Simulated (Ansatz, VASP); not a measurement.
# Si16O: VASP beside Ansatz

```xyz
17
Lattice="0.0000 5.4300 5.4300 5.4300 0.0000 5.4300 5.4300 5.4300 0.0000" Properties=species:S:1:pos:R:3 pbc="T T T"
Si   -0.0009   -0.0151   -0.0152
Si    1.4239    1.3535    1.2548
Si    2.7804    2.7419   -0.0772
Si    4.0590    4.0910    1.3582
Si    2.6915    0.0002    2.7165
Si    3.9943    1.3346    4.1357
Si    5.3302    2.7238    2.7834
Si    6.7949    4.0777    4.0477
Si    0.1154    2.8843    2.4753
Si    1.3766    4.0564    4.0797
Si    2.7219    5.4465    2.7364
Si    4.1429    7.0216    3.8130
Si    2.4533    2.4815    5.5008
Si    3.7704    3.8863    6.8033
Si    5.4486    5.6180    5.1282
Si    6.5477    6.6196    6.9058
O     4.0793    4.7484    5.4307
```

Alike in both runs: functional LDA; k mesh 2 × 2 × 2; occupations fermi-dirac, width 0.05 eV; collinear spin.

Ansatz relaxed the structure, and its values are those at the end. VASP's run is a single point on that final structure, the one shown.

|  | VASP | Ansatz |
| --- | --- | --- |
| version | VASP 6.6.1 | Ansatz 0.2.0 |
| potentials or method | VASP PAW LDA potentials, release 64 (Si, O), cutoff 520 eV | scalar-relativistic, plane waves, PAW |
| valence electrons in the cell | 70 | 70 |

```csv
,VASP,Ansatz,Ansatz less VASP
rms of the force components (eV/Å),0.024,0.005,-0.0192
net moment per atom (μB),0.00,0.00,0.000
```

Ansatz warns that its potentials were made for another functional, while VASP's fit it. LDA's correlation is that of Perdew and Zunger in VASP and of Perdew and Wang (1992) in Ansatz. Ansatz's warnings: seeded moment not kept.

The k mesh is coarse, so the values compare programs but aren't converged.
